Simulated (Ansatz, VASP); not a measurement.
**CoSi2 in VASP and in Ansatz**

```xyz
3
Lattice="0.0000 2.6802 2.6802 2.6802 0.0000 2.6802 2.6802 2.6802 0.0000" Properties=species:S:1:pos:R:3 pbc="T T T"
Co    0.0000   -0.0278    0.0000
Si    1.1761    1.3693    1.3401
Si    4.1843    4.0495    4.0203
```

Change from the starting cell: mode 4 frozen in at -0.164 Å and mode 8 at -0.029 Å (largest displacements).

Alike in both runs: task single point; functional PBE; k mesh 12 × 12 × 12; occupations gaussian, width 0.15 eV; no spin polarisation.

|  | VASP | Ansatz |
| --- | --- | --- |
| version | VASP 6.6.1 | Ansatz 0.2.0 |
| potentials or method | VASP PAW PBE potentials, release 64 (Co, Si), cutoff 520 eV | scalar-relativistic, plane waves, PAW |
| valence electrons in the cell | 17 | 25 |

```tsv
	VASP	Ansatz	Ansatz less VASP
gap on the k mesh at the Fermi level (eV)	none	none	-
pressure (GPa)	4.6	4.8	+0.21
traceless stress, the component that is largest in VASP (GPa)	12.00	12.01	+0.006
rms of the force components (eV/Å)	1.095	1.096	+0.0016
```

Atom by atom the forces differ by 0.004 eV/Å (rms over components). A gap of «none» marks a metal or a gap that the smearing closes. VASP's potentials hold 17 valence electrons a cell and Ansatz's 25, so a difference there can come from the potentials and not from the codes.
